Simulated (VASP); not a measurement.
Input of a VASP 6.6.1 run:

The input INCAR:

```
SYSTEM = Si
PREC = Accurate
ENCUT = 520
EDIFF = 1E-6
ISMEAR = 0
SIGMA = 0.1
LREAL = .FALSE.
LASPH = .TRUE.
NELM = 80
ALGO = Normal
ISIF = 2
LWAVE = .FALSE.
LCHARG = .FALSE.
LDIPOL = .TRUE.
IDIPOL = 3
DIPOL = 0.5 0.5 0.500
GGA = CA
NBANDS = 11
```

File KPOINTS:

```
Automatic mesh
0
G
  15 15 1
  0 0 0
```

POSCAR

```
Si
1.0
    4.0150000000      0.0000000000      0.0000000000
   -2.0075000000      3.4770919962      0.0000000000
    0.0000000000      0.0000000000     28.0000000000
Si
2
Direct
    0.3333333333      0.6666666667      0.5025535714
    0.6666666667      0.3333333333      0.4974464286
```

Potentials or basis: VASP PAW LDA potentials, release 64 (Si).

Command:

```console
$ cat potpaw_LDA.64/Si/POTCAR > POTCAR
$ mpirun -np 1 vasp_std > vasp.out
```

(1) Estimate the largest force.

(2) What does it give for the band gap on the k mesh?

Results:

(1) 0.030 eV/Å.

(2) zero (filled and empty bands touch).
